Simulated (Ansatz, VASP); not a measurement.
PbSe in VASP and in Ansatz

```
Pb Se
1.0
     0.00000    3.16965    3.16965
     3.16965    0.00000    3.16965
     3.16965    3.16965    0.00000
Pb Se
1 1
Direct
  0.00000 0.00000 0.00000
  0.50000 0.50000 0.50000
```

Alike in both runs: task single point; functional PBE; k mesh 6 × 6 × 6; no spin polarisation.

```csv
,VASP,Ansatz
version,VASP 6.6.1,Ansatz 0.2.0
potentials or method,"VASP PAW PBE potentials, release 64 (Pb_d, Se)","plane waves, PAW"
plane-wave cutoff (eV),520,420
occupations,"gaussian, width 0.01 eV",fixed
valence electrons in the cell,20,30
```

|  | VASP | Ansatz | Ansatz less VASP |
| --- | --- | --- | --- |
| gap on the k mesh at the Fermi level (eV) | 0.59 | 0.59 | -0.004 |
| pressure (GPa) | -2.4 | -2.4 | +0.02 |

VASP's potentials hold 20 valence electrons a cell and Ansatz's 30, so a difference there can come from the potentials and not from the codes.

Neither program's run includes spin-orbit coupling.
